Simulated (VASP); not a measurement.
Runs of VASP 6.6.1 on Ni. The structure is that of space group P6_3/mmc (No. 194), or close to it. The cells are those of the table. This isn't the form of Ni at room conditions, which is fcc.

| task | spin | cell | k mesh | cutoff (eV) | gap on the mesh (eV) | pressure (GPa) | moment (μB) | relaxed volume (Å³/atom) |
| --- | --- | --- | --- | --- | --- | --- | --- | --- |
| single point | collinear, ferromagnetic start | a = 2.625, b = 2.625, c = 8.603 Å, angles 90.0, 90.0, 120.0°, 4 atoms | 16 × 16 × 5 | 520 | none | -14.1 | 2.56 | - |
| single point | collinear, antiferromagnetic start | a = 2.528, b = 2.528, c = 8.284 Å, angles 90.0, 90.0, 120.0°, 4 atoms | 14 × 14 × 4 | 520 | none | -0.5 | 0.04 | - |
| single point | collinear, ferromagnetic start | a = 2.528, b = 2.528, c = 8.284 Å, angles 90.0, 90.0, 120.0°, 4 atoms | 16 × 16 × 5 | 520 | none | 0.0 | 2.39 | - |
| single point | collinear, ferromagnetic start | a = 2.594, b = 2.594, c = 8.499 Å, angles 90.0, 90.0, 120.0°, 4 atoms | 16 × 16 × 5 | 520 | none | -10.5 | 2.49 | - |
| relaxation of cell and atoms | collinear, ferromagnetic start | relaxed from a = 2.492, b = 2.492, c = 8.138 Å, angles 90.0, 90.0, 120.0°, 4 atoms | 14 × 14 × 4 | 600 | none | 0.1 | 2.39 | 11.45 |
| relaxation of cell and atoms | collinear, antiferromagnetic start | relaxed from a = 2.492, b = 2.492, c = 8.138 Å, angles 90.0, 90.0, 120.0°, 4 atoms | 14 × 14 × 4 | 600 | - | 0.0 | 0.04 | 11.43 |
| single point | collinear, ferromagnetic start | a = 2.423, b = 2.423, c = 7.938 Å, angles 90.0, 90.0, 120.0°, 4 atoms | 16 × 16 × 5 | 520 | none | 29.2 | (b) | - |
| single point | collinear, ferromagnetic start | a = 2.561, b = 2.561, c = 8.393 Å, angles 90.0, 90.0, 120.0°, 4 atoms | 16 × 16 × 5 | 520 | none | -5.9 | (a) | - |

Alike in all rows: level BLYP; potentials or basis VASP PAW PBE potentials, release 64 (Ni); smearing fermi-dirac 0.05 eV.

**Question.** Estimate the missing entries.

**Answer.** (a) 2.43; (b) 2.29.

Caveats: the PAW data sets were made with another functional, which shifts forces and pressure a little; the cell stands under tension (at least some runs); the highest band is partly filled, so the run has too few bands (at least some runs); the cell stands under pressure (at least some runs).

A gap of «none» marks levels without a gap at the run's occupations.
